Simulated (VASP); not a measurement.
# LiCl (I4mm) in VASP: further runs, part 2 of 2

VASP 6.6.1.

## 4. Single point, PBE (all Li atoms moved -0.250 Å, as atom 1 along Cartesian [0 1 0])

Input file INCAR:

```
ALGO = Normal ; EDIFF = 1E-6
ENCUT = 520 ; GGA = PE
ISIF = 2 ; ISMEAR = 0
LASPH = True ; LCHARG = True
LELF = True ; LREAL = False
LVHAR = True ; LWAVE = False
NBANDS = 12 ; NELM = 100
PREC = Accurate ; SIGMA = 0.05
```

Input file KPOINTS:

```
k-points
0
Gamma
  8 8 8
```

Input file POSCAR:

```
LiCl
1.0
    0.0000000000      2.5647600000      2.5647600000
    2.5647600000      0.0000000000      2.5647600000
    2.5647600000      2.5647600000      0.0000000000
Li Cl
1 1
Direct
   -0.0487375037      0.0487375037     -0.0487375037
    0.5000000000      0.5000000000      0.5000000000
```

Potentials or basis: VASP PAW PBE potentials, release 64 (Li_sv, Cl).

Launch:

```bash
cat potpaw_PBE.64/Li_sv/POTCAR potpaw_PBE.64/Cl/POTCAR > POTCAR
mpirun -np 1 vasp_std > vasp.out
```

OUTCAR:

```text
EDIFF = 1E-6
   ENCUT = 520
   GGA = PE
   ISIF = 2
   ISMEAR = 0
   LASPH = True
   LREAL = False
   NELM = 100
   PREC = Accurate

 ion  position               nearest neighbor table
   1  0.951  0.049  0.951-   2 2.31   2 2.58   2 2.58   2 2.58   2 2.58
   2  0.500  0.500  0.500-   1 2.31   1 2.58   1 2.58   1 2.58   1 2.58

  LATTYP: Found a face centered cubic cell.
 ALAT       =     5.1295200000

  Lattice vectors:

 A1 = (   0.0000000000,   2.5647600000,   2.5647600000)
[... 545 lines left out ...]

------------------------ aborting loop because EDIFF is reached ----------------------------------------

  FORCE on cell =-STRESS in cart. coord.  units (eV):
  Direction    XX          YY          ZZ          XY          YZ          ZX
  --------------------------------------------------------------------------------------
  -------------------------------------------------------------------------------------
  Total        0.0333085      0.6201222      0.0333085     -0.0000000      0.0000000     -0.0000000
  in kB        1.5815980     29.4454166      1.5815980     -0.0000000      0.0000000     -0.0000000
  external PRESSURE =      10.8695375 kB  Pullay stress =       0.0000000 kB

 VOLUME and BASIS-vectors are now :
 -----------------------------------------------------------------------------
  energy-cutoff  :      520.00
  volume of cell :       33.74
      direct lattice vectors                 reciprocal lattice vectors
     0.000000000  2.564760000  2.564760000    -0.194950015  0.194950015  0.194950015
     2.564760000  0.000000000  2.564760000     0.194950015 -0.194950015  0.194950015
     2.564760000  2.564760000  0.000000000     0.194950015  0.194950015 -0.194950015

 POSITION                                       TOTAL-FORCE (eV/Angst)
 -----------------------------------------------------------------------------------
      2.56476      4.87952      2.56476         0.000000      0.272715      0.000000
      2.56476      2.56476      2.56476         0.000000     -0.272715      0.000000
 -----------------------------------------------------------------------------------
    total drift:                               -0.000003     -0.000359     -0.000004

  FREE ENERGIE OF THE ION-ELECTRON SYSTEM (eV)
  ---------------------------------------------------
  free  energy   TOTEN  =        -7.3584225344 eV

  energy  without entropy=       -7.3584225344  energy(sigma->0) =       -7.35842253
```

OSZICAR:

```text
N       E                     dE             d eps       ncg     rms          rms(c)
DAV:   1     0.432475508297E+02    0.43248E+02   -0.42914E+03  1416   0.765E+02
DAV:   2    -0.397958304133E+01   -0.47227E+02   -0.45400E+02  1724   0.142E+02
DAV:   3    -0.732414801559E+01   -0.33446E+01   -0.33298E+01  2228   0.385E+01
DAV:   4    -0.743143104080E+01   -0.10728E+00   -0.10725E+00  1852   0.642E+00
DAV:   5    -0.743276295089E+01   -0.13319E-02   -0.13319E-02  2068   0.710E-01    0.241E+00
DAV:   6    -0.735317212724E+01    0.79591E-01   -0.17114E-01  1760   0.194E+00    0.171E+00
DAV:   7    -0.735398413030E+01   -0.81200E-03   -0.57503E-02  2112   0.127E+00    0.952E-01
DAV:   8    -0.735841666419E+01   -0.44325E-02   -0.75886E-03  1672   0.601E-01    0.173E-01
DAV:   9    -0.735835478629E+01    0.61878E-04   -0.25639E-04  1800   0.111E-01    0.526E-02
DAV:  10    -0.735841805476E+01   -0.63268E-04   -0.11368E-04  1672   0.730E-02    0.335E-02
DAV:  11    -0.735842333299E+01   -0.52782E-05   -0.14924E-05  1972   0.241E-02    0.127E-02
DAV:  12    -0.735842253437E+01    0.79862E-06   -0.61884E-07  1568   0.588E-03
   1 F= -.73584225E+01 E0= -.73584225E+01  d E =-.212874E-11
```

Wall time 26 s (1 thread of Intel Xeon 8259CL, shared host); peak memory 0.16 GiB.

What came out:

```
Free energy            : -7.3584 eV
Largest force          : 0.273 eV/Å
Band gap on the k mesh : 6.31 eV
```

Forces on the atoms (eV/Å):
```
Li   0.000  0.273  0.000
Cl   0.000 -0.273  0.000
```

Levels at points of the mesh, in eV from the valence-band top:
```csv
k point,band 2,band 3,band 4,band 5,band 6,band 7,band 8,band 9
"(0.00, 0.00, 0.00)",-13.42,-0.08,0.00,0.00,6.31,11.64,11.64,11.97
"(0.50, 0.00, 0.00)",-12.85,-2.82,-0.33,-0.27,6.80,9.53,9.62,12.93
"(0.50, 0.50, 0.00)",-12.61,-2.90,-1.15,-1.09,7.81,8.12,12.43,14.33
"(0.50, 0.00, 0.50)",-12.62,-2.90,-1.11,-1.11,7.82,8.29,12.73,14.14
```

Caveat: the cell differs from its parent crystal (all Li atoms moved -0.250 Å, as atom 1 along Cartesian [0 1 0]); the cutoff is under 1.25 times the usual one of these potentials, so pressure, stress and relaxed cells hold a basis-set (Pulay) error.

## 5. Single point, PBE (all Li atoms moved +0.125 Å, as atom 1 along Cartesian [0 1 0])

Input file INCAR:

```
SYSTEM = LiCl
PREC     = Accurate       ! precision mode
ENCUT    = 520            ! plane-wave cutoff, eV
EDIFF    = 1E-6           ! SCF threshold, eV
ISMEAR   = 0              ! smearing method
SIGMA    = 0.05           ! smearing width, eV
LREAL    = .False.        ! projectors in reciprocal space
LASPH    = .True.         ! aspherical terms in the spheres
NELM     = 60             ! most SCF steps
ALGO     = Normal         ! electronic algorithm
ISIF     = 2              ! what is computed and relaxed
LWAVE    = .False.        ! write WAVECAR
LCHARG   = .False.        ! write CHGCAR
GGA      = PE             ! functional
NBANDS   = 12             ! bands
```

Input file KPOINTS:

```
regular mesh
0
Gamma
  8 8 8
  0 0 0
```

Changes to POSCAR since step 4:

```diff
@@ -8,3 +8,3 @@
 Direct
-   -0.0487375037      0.0487375037     -0.0487375037
+    0.0243687519     -0.0243687519      0.0243687519
     0.5000000000      0.5000000000      0.5000000000
```

Launch:

```bash
cat potpaw_PBE.64/Li_sv/POTCAR potpaw_PBE.64/Cl/POTCAR > POTCAR
mpirun -np 1 vasp_std > vasp.out
```

Wall time 21 s (1 thread of Intel Xeon 8259CL, shared host); peak memory 0.16 GiB.

It converged, with:

```yaml
Free_energy: -7.3802 eV
Largest_force: 0.096 eV/Å
Band_gap_on_the_k_mesh: 6.33 eV
```

Forces in eV/Å, atoms in the order of the input:
```
Li   0.000 -0.096  0.000
Cl   0.000  0.096  0.000
```

Levels at points of the mesh, in eV from the valence-band top:
```
           k point  band 1  band 2  band 3  band 4  band 5  band 6  band 7  band 8  band 9  band 10
(0.00, 0.00, 0.00)  -43.51  -13.40   -0.02    0.00    0.00    6.33   11.86   11.86   11.95    14.15
(0.50, 0.00, 0.00)  -43.51  -12.83   -2.81   -0.28   -0.26    6.77    9.51    9.53   12.97    16.72
(0.50, 0.50, 0.00)  -43.51  -12.59   -2.89   -1.11   -1.10    7.87    8.25   12.44   14.17    14.22
(0.50, 0.00, 0.50)  -43.51  -12.59   -2.89   -1.10   -1.10    7.87    8.29   12.51   14.12    14.12
```

Caveat: the cell differs from its parent crystal (all Li atoms moved +0.125 Å, as atom 1 along Cartesian [0 1 0]); the cutoff is under 1.25 times the usual one of these potentials, so pressure, stress and relaxed cells hold a basis-set (Pulay) error. A k mesh can miss the band edges.

## 6. Summary

```tsv
cell	gap on the mesh (eV)	largest force (eV/Å)
as given, atomic positions A	6.19	1.30
as given, atomic positions B	6.26	0.63
as given, atomic positions C	6.31	0.27
as given, atomic positions D	6.33	0.10
```

Alike in all rows: task single point; level PBE; potentials or basis VASP PAW PBE potentials, release 64 (Li_sv, Cl); no spin polarisation; k mesh 8 × 8 × 8; cutoff (eV) 520; smearing gaussian 0.05 eV.

Caveats: the cutoff is under 1.25 times the usual one of these potentials, so pressure, stress and relaxed cells hold a basis-set (Pulay) error; forces of over 1 eV/Å act on the atoms, so gaps and moduli don't describe the material at rest (at least some runs).

Absolute energies hang on the potentials; compare differences alone.
